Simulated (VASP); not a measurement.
Set up this calculation in VASP 6.6.1, as the native input.

```yaml
Task: single point
Functional: PBE
Potentials_or_basis: VASP PAW PBE potentials, release 64 (Te, Sn_d)
Cutoff: 520 eV
k_mesh: 7 × 7 × 7
Occupations: gaussian, width 0.028 eV
Spin: no spin polarisation
Dipole_correction: no
Further_INCAR_settings: ALGO = Normal; EDIFF = 1e-06; NBANDS = 17
```

The structure of SnTe lies in POSCAR:

```
SnTe
1.0
    0.0000000000      3.1508500000      3.1508500000
    3.1508500000      0.0000000000      3.1508500000
    3.1508500000      3.1508500000      0.0000000000
Te Sn
1 1
Direct
    0.5000000000      0.5000000000      0.5000000000
    0.0000000000      0.0000000000      0.0000000000
```

These files were run (other wordings do the same):

INCAR

```
ALGO = Normal
EDIFF = 1E-6
ENCUT = 520
GGA = PE
ISIF = 2
ISMEAR = 0
LASPH = True
LCHARG = True
LELF = True
LREAL = False
LVHAR = True
LWAVE = False
NBANDS = 17
NELM = 60
PREC = Accurate
SIGMA = 0.028000000000000004
```

KPOINTS

```
k-points
0
Gamma
  7 7 7
```

Potentials or basis: VASP PAW PBE potentials, release 64 (Te, Sn_d).

Launch:

```console
$ cat potpaw_PBE.64/Te/POTCAR potpaw_PBE.64/Sn_d/POTCAR > POTCAR
$ mpirun -np 1 vasp_std > vasp.out
```

Results of the run:

| Quantity | Value |
| --- | --- |
| Pressure | 2.2 GPa |

It took 14 s on 1 thread of AMD EPYC 9R45 96-Core Processor (Zen 5), with other jobs on the host, peak memory 0.17 GiB.
